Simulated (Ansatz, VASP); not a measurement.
## Al3GaN4: VASP beside Ansatz

The input INCAR:

```
SYSTEM = Al3GaN4
  PREC = Accurate
  ENCUT = 520
  EDIFF = 1E-6
  ISMEAR = 0
  SIGMA = 0.05
  LREAL = .FALSE.
  LASPH = .TRUE.
  NELM = 100
  ALGO = Normal
  ISIF = 2
  LWAVE = .FALSE.
  LCHARG = .TRUE.
  GGA = PS
  LELF = .TRUE.
  LVHAR = .TRUE.
  NBANDS = 31
```

The input KPOINTS:

```
regular mesh
0
G
  6 8 4
  0 0 0
```

File POSCAR:

```
Al3GaN4
1.0
    5.0434079743      0.0000000000      0.0001149899
    0.0000000000      3.0518220505      0.0000000000
   -0.0032362578      0.0000000000      5.4179919454
Al Ga N
3 1 4
Direct
    0.5002300429      0.5000000000      0.1673295662
    0.0009207031      0.5000000000      0.8348055926
    0.0010880657      0.0000000000      0.3316926346
    0.4994217128      0.0000000000      0.6662009018
    0.1111724737      0.0000000000      0.6663292504
    0.1224543244      0.5000000000      0.1671578642
    0.6251234792      0.5000000000      0.8401923549
    0.6231881982      0.0000000000      0.3262928352
```

Input for Ansatz:

```yaml
crystal:
  lattice:
    - [5.0434079743, 0.0, 0.0001149899]
    - [0.0, 3.0518220505, 0.0]
    - [-0.0032362578, 0.0, 5.4179919454]
  atoms:
    - { symbol: Al, position: [0.5002300429, 0.5, 0.1673295662] }
    - { symbol: Al, position: [0.0009207031, 0.5, 0.8348055926] }
    - { symbol: Al, position: [0.0010880657, 0.0, 0.3316926346] }
    - { symbol: Ga, position: [0.4994217128, 0.0, 0.6662009018] }
    - { symbol: "N", position: [0.1111724737, 0.0, 0.6663292504] }
    - { symbol: "N", position: [0.1224543244, 0.5, 0.1671578642] }
    - { symbol: "N", position: [0.6251234792, 0.5, 0.8401923549] }
    - { symbol: "N", position: [0.6231881982, 0.0, 0.3262928352] }
basis:
  ecutwfc: 420
kpoints:
  mp_grid: { grid: [6, 8, 4] }
hamiltonian:
  xc: pbesol
scf:
  occupations: { method: gaussian, width: 0.05 }
output:
  forces: true
  stress: true
  eigenvalues: true
  write_density: true
  write_potential: true
  elf: true
  volumetric_format: npy
```

Change from the starting cell: strain -0.0250 x Voigt [0, 1, 0, 0, 0, 0], atoms carried along.

Alike in both runs: task single point; functional PBEsol; k mesh 6 × 8 × 4; occupations gaussian, width 0.05 eV; no spin polarisation.

|  | VASP | Ansatz |
| --- | --- | --- |
| version | VASP 6.6.1 | Ansatz 0.2.0 |
| potentials or method | VASP PAW PBE potentials, release 64 (Al, Ga_d, N), cutoff 520 eV | scalar-relativistic, plane waves, PAW |
| valence electrons in the cell | 42 | 42 |

```tsv
	VASP	Ansatz	Ansatz less VASP
gap on the k mesh at the Fermi level (eV)	3.59	3.57	-0.017
least direct gap on the mesh (eV)	3.59	3.57	-0.017
pressure (GPa)	5.5	5.5	+0.06
traceless stress, the component that is largest in VASP (GPa)	6.58	6.54	-0.043
rms of the force components (eV/Å)	0.181	0.180	-0.0007
```

VASP's potentials were made for PBE, not for PBEsol. Atom by atom the forces differ by 0.006 eV/Å (rms over components).
